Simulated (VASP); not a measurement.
The system is SrO.

```
Sr O
1.0
     0.00000    2.57989    2.57989
     2.57989    0.00000    2.57989
     2.57989    2.57989    0.00000
Sr O
1 1
Direct
  0.50000 0.50000 0.50000
  0.00000 0.00000 0.00000
```

Program: VASP 6.6.1. Alike in all runs: task single point; potentials or basis VASP PAW PBE potentials, release 64 (Sr_sv, O); no spin polarisation; cell as given; cutoff (eV) 520; smearing gaussian 0.01 eV.

Q: Order these runs on this cell by their band gap on the k mesh, lowest first.
A. level r2SCAN; k mesh 6 × 6 × 6
B. level PBEsol+D4; k mesh 6 × 6 × 6
C. level PBEsol; k mesh 5 × 5 × 5
D. level HSE06; k mesh 4 × 4 × 4; grid for exact exchange (PRECFOCK) Normal; share of exact exchange 0.25; screening parameter 0.2079 1/Å
E. level r2SCAN50; k mesh 4 × 4 × 4; grid for exact exchange (PRECFOCK) Normal; share of exact exchange 0.5

A: B (3.16 eV), C (3.35 eV), A (3.75 eV), D (4.74 eV), E (7.97 eV).

Caveats: some runs use coarse meshes; an odd mesh through Γ misses points on the zone boundary, where band edges can lie (at least some runs).

A k mesh can miss the band edges, odd and even meshes differently.
